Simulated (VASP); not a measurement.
Cl:

```
Cl
1.0
     3.10249   -2.21959    0.00000
     3.10249    2.21959    0.00000
     0.00000    0.00000    8.09904
Cl
4
Direct
  0.37000 0.63000 0.40000
  0.13000 0.87000 0.90000
  0.63000 0.37000 0.60000
  0.87000 0.13000 0.10000
```

Base run:

* Program: VASP 6.6.1
* Functional: PBE
* Potentials or basis: VASP PAW PBE potentials, release 64 (Cl)
* Cutoff: 520 eV
* k mesh: 7 × 7 × 4
* Occupations: fermi-dirac, width 0.05 eV
* Spin: no spin polarisation

Its results: band gap on the k mesh 2.69 eV, indirect (least direct gap 2.75 eV); pressure 1.5 GPa; largest force 0.337 eV/Å.

Q: The run is repeated on the same cell with these changes: functional from PBE to PBEsol; further incar settings from ALGO = Normal; EDIFF = 1e-07; NBANDS = 22 to ALGO = Normal; EDIFF = 1e-06; NBANDS = 22. What comes out?

A: Band gap on the k mesh 2.63 eV, indirect (least direct gap 2.69 eV); pressure -0.1 GPa; largest force 0.214 eV/Å.

Caveats: the PAW data sets were made with another functional, which shifts forces and pressure a little (some runs).

A k mesh can miss the band edges.
